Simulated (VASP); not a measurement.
# SnO2 (Fm-3m) in VASP: a series of runs

SnO2 is run at these levels: PBE; tasks: single point.

Program: VASP 6.6.1. These are calculated values, not measurements. Logs are shortened: lines on timing, memory, paths and dates and some standing lists are left out, and cuts for length are marked.

**1. The cell of the first run**

The structure is cubic, space group Fm-3m (No. 225). The conventional cell has a = 5.153 Å, b = 5.153 Å, c = 5.153 Å, α = 90.00°, β = 90.00°, γ = 90.00°. Within 3.0 Å of Sn (site symmetry m-3m) lie 8 O at 2.23 Å. O (site symmetry -43m) has 4 Sn at 2.23 Å and 6 O at 2.58 Å within 3.0 Å.

The cell was built from a structure type or drawn by symmetry, and may not be a known phase.

**2. Single point, PBE**

File INCAR:

```
SYSTEM = SnO2
PREC = Accurate ; ENCUT = 600
EDIFF = 1E-6 ; ISMEAR = 0
SIGMA = 0.15 ; LREAL = .FALSE.
LASPH = .TRUE. ; NELM = 120
ALGO = Normal ; ISIF = 2
LWAVE = .FALSE. ; LCHARG = .FALSE.
GGA = PE ; NBANDS = 20
GGA_COMPAT = .FALSE.
```

File KPOINTS:

```
regular mesh
0
G
  4 4 4
  0 0 0
```

File POSCAR:

```
SnO2
1.0
    0.0000000000      2.5765474795      2.5765474795
    2.5765474795      0.0000000000      2.5765474795
    2.5765474795      2.5765474795      0.0000000000
Sn O
1 2
Direct
    0.0000000000      0.0000000000      0.0000000000
    0.2500000000      0.2500000000      0.2500000000
    0.7500000000      0.7500000000      0.7500000000
```

Potentials or basis: VASP PAW PBE potentials, release 64 (Sn_d, O).

Launch:

```sh
> cat potpaw_PBE.64/Sn_d/POTCAR potpaw_PBE.64/O/POTCAR > POTCAR
> mpirun -np 1 vasp_std > vasp.out
```

OUTCAR:

```text
SYSTEM = SnO2
   PREC = Accurate
   ENCUT = 600
   EDIFF = 1E-6
   ISMEAR = 0
   LREAL = .FALSE.
   LASPH = .TRUE.
   NELM = 120
   ISIF = 2
   GGA = PE

 ion  position               nearest neighbor table
   1  0.000  0.000  0.000-   3 2.23   3 2.23   3 2.23   2 2.23   3 2.23   2 2.23   2 2.23   2 2.23

   2  0.250  0.250  0.250-   1 2.23   1 2.23   1 2.23   1 2.23
   3  0.750  0.750  0.750-   1 2.23   1 2.23   1 2.23   1 2.23

  LATTYP: Found a face centered cubic cell.
 ALAT       =     5.1530949590

  Lattice vectors:

 A1 = (   0.0000000000,   2.5765474795,   2.5765474795)
 A2 = (   2.5765474795,   0.0000000000,   2.5765474795)
 A3 = (   2.5765474795,   2.5765474795,   0.0000000000)

Analysis of symmetry for initial positions (statically):
=====================================================================
 Subroutine PRICEL returns:
 Original cell was already a primitive cell.

 Routine SETGRP: Setting up the symmetry group for a
 face centered cubic supercell.

 Subroutine GETGRP returns: Found 48 space group operations
 (whereof 48 operations were pure point group operations)
 out of a pool of 48 trial point group operations.

The static configuration has the point symmetry O_h .

Analysis of symmetry for dynamics (positions and initial velocities):
=====================================================================
 Subroutine PRICEL returns:
 Original cell was already a primitive cell.

 Routine SETGRP: Setting up the symmetry group for a
 face centered cubic supercell.

 Subroutine GETGRP returns: Found 48 space group operations
 (whereof 48 operations were pure point group operations)
 out of a pool of 48 trial point group operations.

The dynamic configuration has the point symmetry O_h .

 Subroutine INISYM returns: Found 48 space group operations
 (whereof 48 operations are pure point group operations),
 and found     1 'primitive' translations

----------------------------------------------------------------------------------------

                                     Primitive cell

  volume of cell :      34.2093

  direct lattice vectors                    reciprocal lattice vectors
     0.000000000  2.576547479  2.576547479    -0.194058136  0.194058136  0.194058136
     2.576547479  0.000000000  2.576547479     0.194058136 -0.194058136  0.194058136
     2.576547479  2.576547479  0.000000000     0.194058136  0.194058136 -0.194058136

  length of vectors
     3.643788390  3.643788390  3.643788390     0.336118550  0.336118550  0.336118550

  position of ions in fractional coordinates (direct lattice)
     0.000000000  0.000000000  0.000000000
     0.250000000  0.250000000  0.250000000
     0.750000000  0.750000000  0.750000000

  ion indices of the primitive-cell ions
   primitive index   ion index
                 1           1
                 2           2
                 3           3

----------------------------------------------------------------------------------------

 KPOINTS: regular mesh

Automatic generation of k-mesh.
 Grid dimensions read from file:
 generate k-points for:    4    4    4

 Generating k-lattice:

  Cartesian coordinates                     Fractional coordinates (reciprocal lattice)
    -0.048514534  0.048514534  0.048514534     0.250000000  0.000000000  0.000000000
     0.048514534 -0.048514534  0.048514534     0.000000000  0.250000000  0.000000000
     0.048514534  0.048514534 -0.048514534     0.000000000  0.000000000  0.250000000

  Length of vectors
     0.084029638  0.084029638  0.084029638

  Shift w.r.t. Gamma in fractional coordinates (k-lattice)
     0.000000000  0.000000000  0.000000000

 Subroutine IBZKPT returns following result:
 ===========================================

 Found      8 irreducible k-points:

 Following reciprocal coordinates:
            Coordinates               Weight
  0.000000  0.000000  0.000000      1.000000
  0.250000  0.000000  0.000000      8.000000
  0.500000  0.000000  0.000000      4.000000
  0.250000  0.250000  0.000000      6.000000
  0.500000  0.250000  0.000000     24.000000
 -0.250000  0.250000  0.000000     12.000000
  0.500000  0.500000  0.000000      3.000000
 -0.250000  0.500000  0.250000      6.000000
   k-points           NKPTS =      8   k-points in BZ     NKDIM =      8   number of bands    NBANDS=     20
   number of dos      NEDOS =    301   number of ions     NIONS =      3
   total plane-waves  NPLWV =  27000
   dimension x,y,z NGX =    30 NGY =   30 NGZ =   30
   dimension x,y,z NGXF=    60 NGYF=   60 NGZF=   60
   ions per type =               1   2
   NGX,Y,Z   is equivalent  to a cutoff of  13.69, 13.69, 13.69 a.u.
   NGXF,Y,Z  is equivalent  to a cutoff of  27.37, 27.37, 27.37 a.u.
 SYSTEM =  SnO2
   PREC   = accura    normal or accurate (medium, high low for compatibility)
   ISTART =      0    job   : 0-new  1-cont  2-samecut
   ICHARG =      2    charge: 1-file 2-atom 10-const
   ISPIN  =      1    spin polarized calculation?
   LNONCOLLINEAR =      F non collinear calculations
   LSORBIT =      F    spin-orbit coupling
   LASPH  =      T    aspherical Exc in radial PAW
   ENCUT  =  600.0 eV  44.10 Ry    6.64 a.u.   7.28  7.28  7.28*2*pi/ulx,y,z
   NELM   =    120;   NELMIN=  2; NELMDL= -5     # of ELM steps
   EDIFF  = 0.1E-05   stopping-criterion for ELM
   LREAL  =      F    real-space projection
   EDIFFG = 0.1E-04   stopping-criterion for IOM
   NSW    =      0    number of steps for IOM
   IBRION =     -1    ionic relax: 0-MD 1-quasi-New 2-CG
   NFREE  =      0    steps in history (QN), initial steepest desc. (CG)
   ISIF   =      2    stress and relaxation
   ISYM   =      2    0-nonsym 1-usesym 2-fastsym
   POTIM  = 0.5000    time-step for ionic-motion
   TEBEG  =    0.0;   TEEND  =   0.0 temperature during run
   PSTRESS=    0.0 pullay stress
   NELECT =      26.0000    total number of electrons
   NUPDOWN=      -1.0000    fix difference up-down
   EMIN   =  10.00;   EMAX   =-10.00  energy-range for DOS
   EFERMI =   0.00;   METHOD = LEGACY
   ISMEAR =     0;   SIGMA  =   0.15  broadening in eV -4-tet -1-fermi 0-gaus
   EFERMI_NEDOS =   21; number of points for ismear=-14 and -15
   IALGO  =     38    algorithm
   IMIX   =      4    mixing-type and parameters
     AMIX     =   0.40;   BMIX     =  1.00
     AMIX_MAG =   1.60;   BMIX_MAG =  1.00
  volume/ion in A,a.u.               =      11.40        76.95
  Fermi-wavevector in a.u.,A,eV,Ry     =   1.494002  2.823254 30.368768  2.232041
  Thomas-Fermi vector in A             =   2.606330
   LORBIT       =      0    0 simple, 1 ext, 2 COOP (PROOUT), +10 PAW based schemes
   GGA     = PE    functional components
   LHFCALC =     F    Hartree Fock is set to
   AEXX    =    0.0000 exact exchange contribution
   IVDW    =     0    specifies the selected vdW correction
   LEPSILON=     F    determine dielectric tensor
   LRPA    =     F    only Hartree local field effects (RPA)
 non-spin polarized calculation
 Gauss-broadening in eV      SIGMA  =   0.15
  energy-cutoff  :      600.00
  volume of cell :       34.21
 maximum number of plane-waves:      1158
 NGX is ok and might be reduce to    30
   NGX = 15   NGY = 15   NGZ = 15

 number of electron      25.9999995 magnetization

 Free energy of the ion-electron system (eV)
  ---------------------------------------------------
  ext. energy  EPLUGINS =         0.00000000
  ---------------------------------------------------
  free energy    TOTEN  =       -17.91535625 eV

  energy without entropy =      -17.90985856  energy(sigma->0) =      -17.91260740

 E-fermi :   7.4008     XC(G=0): -11.6505

 val. band max:        7.2897975919   @ k =  -0.2500   0.5000   0.2500
 cond. band min:       9.9640996885   @ k =   0.2500   0.2500   0.0000
 fundamental gap:      2.6743020966
 Fermi energy:         7.4008483225

 k-point     1 :       0.0000    0.0000    0.0000
  band No.  band energies     occupation
      1     -13.2365      2.00000
      2     -13.2365      2.00000
      3     -13.2365      2.00000
      4     -13.1135      2.00000
      5     -13.1135      2.00000
      6     -11.9772      2.00000
[... 12 lines left out ...]
     19      22.3842      0.00000
     20      22.3842      0.00000

 k-point     2 :       0.2500    0.0000    0.0000
  band No.  band energies     occupation
      1     -13.4298      2.00000
      2     -13.2075      2.00000
      3     -13.2075      2.00000
      4     -13.1080      2.00000
      5     -13.1080      2.00000
      6     -11.3530      2.00000
[... 12 lines left out ...]
     19      22.4732      0.00000
     20      23.0669      0.00000

 k-point     3 :       0.5000    0.0000    0.0000
  band No.  band energies     occupation
      1     -13.6338      2.00000
      2     -13.1987      2.00000
      3     -13.1987      2.00000
      4     -13.0815      2.00000
      5     -13.0815      2.00000
      6     -10.0079      2.00000
[... 12 lines left out ...]
     19      22.4101      0.00000
     20      22.5027      0.00000

 k-point     4 :       0.2500    0.2500    0.0000
  band No.  band energies     occupation
      1     -13.4886      2.00000
      2     -13.1676      2.00000
      3     -13.1676      2.00000
      4     -13.1425      2.00000
      5     -13.0941      2.00000
      6     -11.2688      2.00000
[... 12 lines left out ...]
     19      23.1449      0.00000
     20      25.8218      0.00000

 k-point     5 :       0.5000    0.2500    0.0000
  band No.  band energies     occupation
      1     -13.5796      2.00000
      2     -13.2736      2.00000
      3     -13.1447      2.00000
      4     -13.1441      2.00000
      5     -13.0810      2.00000
      6     -10.1303      2.00000
[... 12 lines left out ...]
     19      23.4839      0.00000
     20      26.0241      0.00000

 k-point     6 :      -0.2500    0.2500    0.0000
  band No.  band energies     occupation
      1     -13.4548      2.00000
      2     -13.3628      2.00000
      3     -13.1614      2.00000
      4     -13.1190      2.00000
      5     -13.1151      2.00000
      6     -10.3718      2.00000
[... 12 lines left out ...]
     19      22.4221      0.00000
     20      26.0182      0.00000

 k-point     7 :       0.5000    0.5000    0.0000
  band No.  band energies     occupation
      1     -13.7233      2.00000
      2     -13.1750      2.00000
      3     -13.0955      2.00000
      4     -13.0955      2.00000
      5     -13.0746      2.00000
      6     -10.3536      2.00000
[... 12 lines left out ...]
     19      24.4464      0.00000
     20      24.5934      0.00000

 k-point     8 :      -0.2500    0.5000    0.2500
  band No.  band energies     occupation
      1     -13.4670      2.00000
      2     -13.4670      2.00000
      3     -13.1494      2.00000
      4     -13.0983      2.00000
      5     -13.0954      2.00000
      6      -9.3582      2.00000
[... 12 lines left out ...]
     19      23.8398      0.00000
     20      25.6950      0.00000

------------------------ aborting loop because EDIFF is reached ----------------------------------------

  FORCE on cell =-STRESS in cart. coord.  units (eV):
  Direction    XX          YY          ZZ          XY          YZ          ZX
  --------------------------------------------------------------------------------------
  -------------------------------------------------------------------------------------
  Total        0.0265602      0.0265602      0.0265602      0.0000000     -0.0000000      0.0000000
  in kB        1.2439354      1.2439354      1.2439354      0.0000000     -0.0000000      0.0000000
  external PRESSURE =       1.2439354 kB  Pullay stress =       0.0000000 kB

 VOLUME and BASIS-vectors are now :
 -----------------------------------------------------------------------------
  energy-cutoff  :      600.00
  volume of cell :       34.21
      direct lattice vectors                 reciprocal lattice vectors
     0.000000000  2.576547479  2.576547479    -0.194058136  0.194058136  0.194058136
     2.576547479  0.000000000  2.576547479     0.194058136 -0.194058136  0.194058136
     2.576547479  2.576547479  0.000000000     0.194058136  0.194058136 -0.194058136

 POSITION                                       TOTAL-FORCE (eV/Angst)
 -----------------------------------------------------------------------------------
      0.00000      0.00000      0.00000         0.000000      0.000000      0.000000
      1.28827      1.28827      1.28827        -0.000000     -0.000000      0.000000
      3.86482      3.86482      3.86482        -0.000000      0.000000     -0.000000
 -----------------------------------------------------------------------------------
    total drift:                                0.000000     -0.000000     -0.000000

  FREE ENERGIE OF THE ION-ELECTRON SYSTEM (eV)
  ---------------------------------------------------
  free  energy   TOTEN  =       -17.9153562452 eV

  energy  without entropy=      -17.9098585575  energy(sigma->0) =      -17.91260740
```

Run time: 4.8 s. Hardware: 1 thread of AMD EPYC 9R45 (Zen 5), shared host; peak memory 0.13 GiB.

Results:

| Quantity | Value |
| --- | --- |
| Free energy | -17.9154 eV |
| Pressure | 0.1 GPa |
| Band gap on the k mesh | zero (bands 13 and 14 overlap by 0.19 eV) |

Caveat: the k points lie up to 0.53 Å⁻¹ apart; semilocal functionals underestimate gaps, so a narrow gap can read as zero; spin-orbit coupling is left out, which moves the levels of the heavy elements.

**3. Single point, PBE**

File INCAR:

```
ALGO = Normal
EDIFF = 1E-6
ENCUT = 600
GGA = PE
GGA_COMPAT = F
ISIF = 2
ISMEAR = 0
LASPH = T
LCHARG = F
LREAL = F
LWAVE = F
NBANDS = 20
NELM = 120
PREC = Accurate
SIGMA = 0.15
```

File KPOINTS:

```
k-points
0
Gamma
  4 4 4
```

File POSCAR:

```
SnO2
1.0
    0.0000000000      2.5781983220      2.5781983220
    2.5781983220      0.0000000000      2.5781983220
    2.5781983220      2.5781983220      0.0000000000
Sn O
1 2
Direct
    0.5000000000      0.5000000000      0.5000000000
    0.2500000000      0.2500000000      0.2500000000
    0.7500000000      0.7500000000      0.7500000000
```

Potentials or basis: VASP PAW PBE potentials, release 64 (Sn_d, O).

Launch:

```sh
> cat potpaw_PBE.64/Sn_d/POTCAR potpaw_PBE.64/O/POTCAR > POTCAR
> mpirun -np 1 vasp_std > vasp.out
```

Run time: 4.7 s. Hardware: 1 thread of AMD EPYC 9R45 (Zen 5), shared host; peak memory 0.13 GiB.

It converged, with:

| Quantity | Value |
| --- | --- |
| Free energy | -17.9155 eV |
| Pressure | -0.2 GPa |
| Band gap on the k mesh | zero (bands 13 and 14 overlap by 0.21 eV) |

Levels at points of the mesh, in eV from the Fermi level:
```tsv
k point	band 9	band 10	band 11	band 12	band 13	band 14	band 15	band 16	band 17	band 18
(0.00, 0.00, 0.00)	-2.88	-2.88	-1.41	-1.41	-1.41	-0.32	6.87	6.87	6.87	13.08
(0.50, 0.00, 0.00)	-3.80	-3.30	-3.30	-2.11	-2.11	4.34	7.71	9.90	9.90	15.00
(0.50, 0.50, 0.00)	-5.32	-5.32	-0.29	-0.29	-0.20	2.94	6.73	9.63	11.61	11.61
```

Caveat: the k points lie up to 0.53 Å⁻¹ apart; semilocal functionals underestimate gaps, so a narrow gap can read as zero; spin-orbit coupling is left out, which moves the levels of the heavy elements.
